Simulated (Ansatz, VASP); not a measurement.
## Na in VASP and in Ansatz

The input INCAR:

```
ALGO = Normal ; EDIFF = 1E-6
ENCUT = 500 ; GGA = PS
GGA_COMPAT = False ; ISIF = 2
ISMEAR = -1 ; LASPH = True
LCHARG = True ; LELF = True
LREAL = False ; LVHAR = True
LWAVE = False ; NBANDS = 10
NELM = 120 ; PREC = Accurate
SIGMA = 0.1
```

File KPOINTS:

```
k-points
0
Gamma
  7 7 7
```

POSCAR

```
Na
1.0
   -1.8851375901      1.8851375901      2.6328771871
    1.8851375901     -1.8851375901      2.6328771871
    1.8851375901      1.8851375901     -2.6328771871
Na
1
Direct
    0.0000000000      0.0000000000      0.0000000000
```

Input for Ansatz:

```yaml
crystal:
  lattice:
    - [-1.8851375901311154, 1.8851375901311154, 2.632877187138092]
    - [1.8851375901311154, -1.8851375901311154, 2.632877187138092]
    - [1.8851375901311154, 1.8851375901311154, -2.632877187138092]
  atoms:
    - { symbol: Na, position: [0.0, 0.0, 0.0] }
basis:
  ecutwfc: 540.0
  xc_grid: 2
kpoints:
  mp_grid:
    grid: [7, 7, 7]
hamiltonian:
  xc: pbesol
scf:
  convergence:
    dr2_threshold: 1.0e-09
  occupations:
    method: fermi_dirac
    width: 0.1
output:
  forces: true
  stress: true
```

Alike in both runs: task single point; functional PBEsol; k mesh 7 × 7 × 7; occupations fermi-dirac, width 0.1 eV; no spin polarisation.

|  | VASP | Ansatz |
| --- | --- | --- |
| version | VASP 6.6.1 | Ansatz 0.2.0 |
| potentials or method | VASP PAW PBE potentials, release 64 (Na_pv), cutoff 500 eV | plane waves, PAW |
| valence electrons in the cell | 7 | 9 |

VASP gave:

| Property | Result |
| --- | --- |
| pressure (GPa) | -0.3 |
| traceless stress, the component that is largest in VASP (GPa) | 0.07 |

**Question.** What did Ansatz give for the same quantities?

**Answer.** Pressure (GPa): -0.2; traceless stress, the component that is largest in VASP (GPa): 0.07.

VASP's potentials were made for PBE, not for PBEsol. The functional is the same, so the differences come from potentials, cutoffs and numerics. VASP's potentials hold 7 valence electrons a cell and Ansatz's 9, so a difference there can come from the potentials and not from the codes. Ansatz's warnings: stress scf threshold loose.
